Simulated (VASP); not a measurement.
# AlGa3N2 (Ibam) in VASP: notebook

The runs below take AlGa3N2 through single point, relaxation of cell and atoms, with PBE.

Everything below comes from runs of VASP 6.6.1. Logs are shortened: lines on timing, memory, paths and dates and some standing lists are left out, and cuts for length are marked.

## (1) The cell of the first run

The structure is orthorhombic, space group Ibam (No. 72). The conventional cell has a = 6.501 Å, b = 11.221 Å, c = 5.393 Å, α = 90.00°, β = 90.00°, γ = 90.00°. Al (site symmetry 222) has 4 N at 1.91 Å within 2.5 Å. Ga (site symmetry 222) has 4 Ga at 2.70 to 2.88 Å and 2 Al at 3.25 Å and 4 N at 3.30 Å within 3.6 Å. Within 2.9 Å of Ga (site symmetry 2) lie 2 N at 2.06 Å and 3 Ga at 2.70 to 2.88 Å and 1 Al at 2.73 Å. Within 2.5 Å of N (site symmetry m) lie 2 Al at 1.91 Å and 2 Ga at 2.06 Å.

## (2) Single point, PBE

INCAR

```
SYSTEM = AlGa3N2
PREC = Accurate
ENCUT = 520
EDIFF = 1E-6
ISMEAR = 0
SIGMA = 0.15
LREAL = .False.
LASPH = .True.
NELM = 100
ALGO = Normal
ISIF = 2
LWAVE = .False.
LCHARG = .False.
GGA = PE
NBANDS = 64
```

KPOINTS

```
Automatic mesh
0
Gamma
  3 3 3
  0 0 0
```

POSCAR

```
AlGa3N2
1.0
   -3.2506862572      5.6106318189      2.6963518353
    3.2506862572     -5.6106318189      2.6963518353
    3.2506862572      5.6106318189     -2.6963518353
Al Ga N
2 6 4
Direct
    0.7500000000      0.7500000000      0.0000000000
    0.2500000000      0.2500000000      0.0000000000
    0.2500000000      0.7500000000      0.5000000000
    0.7500000000      0.2500000000      0.5000000000
    0.5066322564      0.7500000000      0.7566322564
    0.0066322564      0.2500000000      0.7566322564
   -0.0066322564      0.7500000000      0.2433677436
    0.4933677436      0.2500000000      0.2433677436
    0.8880382380      0.9203152310      0.8083534691
    0.3880382380      0.5796847690     -0.0322769930
    0.6119617620      0.4203152310      1.0322769930
    0.1119617620      0.0796847690      0.1916465309
```

Potentials or basis: VASP PAW PBE potentials, release 64 (Al, Ga_d, N).

Started as:

```sh
> cat potpaw_PBE.64/Al/POTCAR potpaw_PBE.64/Ga_d/POTCAR potpaw_PBE.64/N/POTCAR > POTCAR
> mpirun -np 1 vasp_std > vasp.out
```

OUTCAR:

```text
SYSTEM = AlGa3N2
   PREC = Accurate
   ENCUT = 520
   EDIFF = 1E-6
   ISMEAR = 0
   LREAL = .False.
   LASPH = .True.
   NELM = 100
   ISIF = 2
   GGA = PE

 ion  position               nearest neighbor table
   1  0.750  0.750  0.000-   9 1.91  12 1.91  11 1.91  10 1.91   2 2.70   2 2.70   7 2.73   5 2.73

   2  0.250  0.250  0.000-  12 1.91   9 1.91  11 1.91  10 1.91   1 2.70   1 2.70   8 2.73   6 2.73

   3  0.250  0.750  0.500-   4 2.70   4 2.70   7 2.88   5 2.88
   4  0.750  0.250  0.500-   3 2.70   3 2.70   8 2.88   6 2.88
   5  0.507  0.750  0.757-  10 2.06   9 2.06   6 2.70   6 2.70   1 2.73   3 2.88
   6  0.007  0.250  0.757-  10 2.06   9 2.06   5 2.70   5 2.70   2 2.73   4 2.88
   7  0.993  0.750  0.243-  11 2.06  12 2.06   8 2.70   8 2.70   1 2.73   3 2.88
   8  0.493  0.250  0.243-  11 2.06  12 2.06   7 2.70   7 2.70   2 2.73   4 2.88
   9  0.888  0.920  0.808-   1 1.91   2 1.91   5 2.06   6 2.06
  10  0.388  0.580  0.968-   1 1.91   2 1.91   5 2.06   6 2.06
  11  0.612  0.420  0.032-   1 1.91   2 1.91   7 2.06   8 2.06
  12  0.112  0.080  0.192-   2 1.91   1 1.91   8 2.06   7 2.06

  LATTYP: Found a body centered orthorhombic cell.
 ALAT       =     5.3927036706
 B/A-ratio  =     1.2055868283
 C/A-ratio  =     2.0808233352

  Lattice vectors:

 A1 = (   3.2506862572,   5.6106318189,  -2.6963518353)
 A2 = (  -3.2506862572,   5.6106318189,   2.6963518353)
 A3 = (   3.2506862572,  -5.6106318189,   2.6963518353)

Analysis of symmetry for initial positions (statically):
=====================================================================
 Subroutine PRICEL returns:
 Original cell was already a primitive cell.

 Routine SETGRP: Setting up the symmetry group for a
 body centered orthorhombic supercell.

 Subroutine GETGRP returns: Found  8 space group operations
 (whereof  4 operations were pure point group operations)
 out of a pool of  8 trial point group operations.

The static configuration has the point symmetry C_2h.
 The point group associated with its full space group is D_2h.

Analysis of symmetry for dynamics (positions and initial velocities):
=====================================================================
 Subroutine PRICEL returns:
 Original cell was already a primitive cell.

 Routine SETGRP: Setting up the symmetry group for a
 body centered orthorhombic supercell.

 Subroutine GETGRP returns: Found  8 space group operations
 (whereof  4 operations were pure point group operations)
 out of a pool of  8 trial point group operations.

The dynamic configuration has the point symmetry C_2h.
 The point group associated with its full space group is D_2h.

 Subroutine INISYM returns: Found  8 space group operations
 (whereof  4 operations are pure point group operations),
 and found     1 'primitive' translations

----------------------------------------------------------------------------------------

                                     Primitive cell

  volume of cell :     196.7086

  direct lattice vectors                    reciprocal lattice vectors
    -3.250686257  5.610631819  2.696351835     0.000000000  0.089116523  0.185435741
     3.250686257 -5.610631819  2.696351835     0.153813675  0.000000000  0.185435741
     3.250686257  5.610631819 -2.696351835     0.153813675  0.089116523  0.000000000

  length of vectors
     7.022568175  7.022568175  7.022568175     0.205738107  0.240925425  0.177765017

  position of ions in fractional coordinates (direct lattice)
     0.750000000  0.750000000  0.000000000
     0.250000000  0.250000000  0.000000000
     0.250000000  0.750000000  0.500000000
     0.750000000  0.250000000  0.500000000
     0.506632256  0.750000000  0.756632256
     0.006632256  0.250000000  0.756632256
     0.993367744  0.750000000  0.243367744
     0.493367744  0.250000000  0.243367744
     0.888038238  0.920315231  0.808353469
     0.388038238  0.579684769  0.967723007
     0.611961762  0.420315231  0.032276993
     0.111961762  0.079684769  0.191646531

  ion indices of the primitive-cell ions
   primitive index   ion index
                 1           1
                 2           2
                 3           3
                 4           4
                 5           5
                 6           6
                 7           7
                 8           8
                 9           9
                10          10
                11          11
                12          12

----------------------------------------------------------------------------------------

 KPOINTS: Automatic mesh

Automatic generation of k-mesh.
 Grid dimensions read from file:
 generate k-points for:    3    3    3

 Generating k-lattice:

  Cartesian coordinates                     Fractional coordinates (reciprocal lattice)
     0.000000000  0.029705508  0.061811914     0.333333333  0.000000000  0.000000000
     0.051271225  0.000000000  0.061811914     0.000000000  0.333333333 -0.000000000
     0.051271225  0.029705508  0.000000000     0.000000000 -0.000000000  0.333333333

  Length of vectors
     0.068579369  0.080308475  0.059255006

  Shift w.r.t. Gamma in fractional coordinates (k-lattice)
     0.000000000  0.000000000  0.000000000

 Subroutine IBZKPT returns following result:
 ===========================================

 Found      8 irreducible k-points:

 Following reciprocal coordinates:
            Coordinates               Weight
  0.000000  0.000000  0.000000      1.000000
  0.333333  0.000000  0.000000      4.000000
  0.000000  0.333333 -0.000000      4.000000
  0.333333  0.333333 -0.000000      8.000000
 -0.333333  0.333333 -0.000000      4.000000
 -0.333333  0.333333  0.333333      2.000000
  0.333333 -0.333333  0.333333      2.000000
 -0.333333 -0.333333  0.333333      2.000000
   k-points           NKPTS =      8   k-points in BZ     NKDIM =      8   number of bands    NBANDS=     64
   number of dos      NEDOS =    301   number of ions     NIONS =     12
   total plane-waves  NPLWV = 157464
   dimension x,y,z NGX =    54 NGY =   54 NGZ =   54
   dimension x,y,z NGXF=   108 NGYF=  108 NGZF=  108
   ions per type =               2   6   4
   NGX,Y,Z   is equivalent  to a cutoff of  12.78, 12.78, 12.78 a.u.
   NGXF,Y,Z  is equivalent  to a cutoff of  25.57, 25.57, 25.57 a.u.
 SYSTEM =  AlGa3N2
   PREC   = accura    normal or accurate (medium, high low for compatibility)
   ISTART =      0    job   : 0-new  1-cont  2-samecut
   ICHARG =      2    charge: 1-file 2-atom 10-const
   ISPIN  =      1    spin polarized calculation?
   LNONCOLLINEAR =      F non collinear calculations
   LSORBIT =      F    spin-orbit coupling
   LASPH  =      T    aspherical Exc in radial PAW
   ENCUT  =  520.0 eV  38.22 Ry    6.18 a.u.  13.06 13.06 13.06*2*pi/ulx,y,z
   NELM   =    100;   NELMIN=  2; NELMDL= -5     # of ELM steps
   EDIFF  = 0.1E-05   stopping-criterion for ELM
   LREAL  =      F    real-space projection
   EDIFFG = 0.1E-04   stopping-criterion for IOM
   NSW    =      0    number of steps for IOM
   IBRION =     -1    ionic relax: 0-MD 1-quasi-New 2-CG
   NFREE  =      0    steps in history (QN), initial steepest desc. (CG)
   ISIF   =      2    stress and relaxation
   ISYM   =      2    0-nonsym 1-usesym 2-fastsym
   POTIM  = 0.5000    time-step for ionic-motion
   TEBEG  =    0.0;   TEEND  =   0.0 temperature during run
   PSTRESS=    0.0 pullay stress
   NELECT =     104.0000    total number of electrons
   NUPDOWN=      -1.0000    fix difference up-down
   EMIN   =  10.00;   EMAX   =-10.00  energy-range for DOS
   EFERMI =   0.00;   METHOD = LEGACY
   ISMEAR =     0;   SIGMA  =   0.15  broadening in eV -4-tet -1-fermi 0-gaus
   EFERMI_NEDOS =   21; number of points for ismear=-14 and -15
   IALGO  =     38    algorithm
   IMIX   =      4    mixing-type and parameters
     AMIX     =   0.40;   BMIX     =  1.00
     AMIX_MAG =   1.60;   BMIX_MAG =  1.00
  volume/ion in A,a.u.               =      16.39       110.62
  Fermi-wavevector in a.u.,A,eV,Ry     =   1.323767  2.501557 23.842285  1.752359
  Thomas-Fermi vector in A             =   2.453351
   LORBIT       =      0    0 simple, 1 ext, 2 COOP (PROOUT), +10 PAW based schemes
   GGA     = PE    functional components
   LHFCALC =     F    Hartree Fock is set to
   AEXX    =    0.0000 exact exchange contribution
   IVDW    =     0    specifies the selected vdW correction
   LEPSILON=     F    determine dielectric tensor
   LRPA    =     F    only Hartree local field effects (RPA)
 non-spin polarized calculation
 Gauss-broadening in eV      SIGMA  =   0.15
  energy-cutoff  :      520.00
  volume of cell :      196.71
 maximum number of plane-waves:      5312
 NGX is ok and might be reduce to    54
   NGX = 27   NGY = 27   NGZ = 27

 number of electron     103.9999995 magnetization

 Free energy of the ion-electron system (eV)
  ---------------------------------------------------
  ext. energy  EPLUGINS =         0.00000000
  ---------------------------------------------------
  free energy    TOTEN  =       -57.83930751 eV

  energy without entropy =      -57.81831474  energy(sigma->0) =      -57.82881113

 E-fermi :   4.5690     XC(G=0): -10.1641

 val. band max:        4.3711540139   @ k =   0.0000   0.3333  -0.0000
 cond. band min:       4.5845588853   @ k =   0.3333   0.0000   0.0000
 fundamental gap:      0.2134048714
 Fermi energy:         4.5690496618

 k-point     1 :       0.0000    0.0000    0.0000
  band No.  band energies     occupation
      1     -11.6250      2.00000
      2     -10.8932      2.00000
      3     -10.8718      2.00000
      4     -10.7191      2.00000
      5     -10.4327      2.00000
      6     -10.3162      2.00000
[... 56 lines left out ...]
     63       9.5612      0.00000
     64      10.5079      0.00000

 k-point     2 :       0.3333    0.0000    0.0000
  band No.  band energies     occupation
      1     -11.3803      2.00000
      2     -11.0012      2.00000
      3     -10.7873      2.00000
      4     -10.7133      2.00000
      5     -10.3353      2.00000
      6     -10.2813      2.00000
[... 458 lines left out ...]
     63      10.2906      0.00000
     64      10.5781      0.00000

------------------------ aborting loop because EDIFF is reached ----------------------------------------

  FORCE on cell =-STRESS in cart. coord.  units (eV):
  Direction    XX          YY          ZZ          XY          YZ          ZX
  --------------------------------------------------------------------------------------
  -------------------------------------------------------------------------------------
  Total        0.6543541      0.1658529     -0.0748506     -0.0000000      0.0000000      0.0000000
  in kB        5.3296667      1.3508595     -0.6096524     -0.0000000      0.0000000      0.0000000
  external PRESSURE =       2.0236246 kB  Pullay stress =       0.0000000 kB

 VOLUME and BASIS-vectors are now :
 -----------------------------------------------------------------------------
  energy-cutoff  :      520.00
  volume of cell :      196.71
      direct lattice vectors                 reciprocal lattice vectors
    -3.250686257  5.610631819  2.696351835     0.000000000  0.089116523  0.185435741
     3.250686257 -5.610631819  2.696351835     0.153813675  0.000000000  0.185435741
     3.250686257  5.610631819 -2.696351835     0.153813675  0.089116523  0.000000000

 POSITION                                       TOTAL-FORCE (eV/Angst)
 -----------------------------------------------------------------------------------
      0.00000      0.00000      4.04453        -0.000000      0.000000      0.000000
      0.00000      0.00000      1.34818        -0.000000      0.000000      0.000000
      3.25069      0.00000      1.34818        -0.000000      0.000000      0.000000
      0.00000      5.61063      1.34818        -0.000000      0.000000      0.000000
      3.25069      2.87974      1.34818        -0.000000     -0.019202      0.000000
      3.25069      2.87974     -1.34818        -0.000000     -0.019202      0.000000
      0.00000      2.73089      4.04453        -0.000000      0.019202      0.000000
      0.00000      2.73089      1.34818        -0.000000      0.019202      0.000000
      2.73263      4.35428      2.69635        -0.044846      0.012965     -0.000000
      3.76875      4.35428      0.00000         0.044846      0.012965     -0.000000
     -0.51806      1.25635      2.69635        -0.044846     -0.012965      0.000000
      0.51806      1.25635      0.00000         0.044846     -0.012965      0.000000
 -----------------------------------------------------------------------------------
    total drift:                                0.000000      0.000000     -0.000000

  FREE ENERGIE OF THE ION-ELECTRON SYSTEM (eV)
  ---------------------------------------------------
  free  energy   TOTEN  =       -57.8393075146 eV

  energy  without entropy=      -57.8183147420  energy(sigma->0) =      -57.82881113
```

It took 4.4 min on 1 thread of Intel Xeon Platinum 8259CL at 2.50GHz (Skylake/Cascade Lake), shared host; peak memory 0.43 GiB.

What came out:

* Free energy: -57.8393 eV
* Pressure: 0.2 GPa
* Largest force: 0.047 eV/Å
* Band gap on the k mesh: zero (bands 52 and 53 overlap by 0.35 eV)

Forces in eV/Å, atoms in the order of the input:
```
Al   0.000  0.000  0.000
Al   0.000  0.000  0.000
Ga   0.000  0.000  0.000
Ga   0.000  0.000  0.000
Ga   0.000 -0.019  0.000
Ga   0.000 -0.019  0.000
Ga   0.000  0.019  0.000
Ga   0.000  0.019  0.000
N   -0.045  0.013  0.000
N    0.045  0.013  0.000
N   -0.045 -0.013  0.000
N    0.045 -0.013  0.000
```

Caveat: the k points lie up to 0.43 Å⁻¹ apart; semilocal functionals underestimate gaps, so a narrow gap can read as zero.

(Part 1 of 2 ends here.)
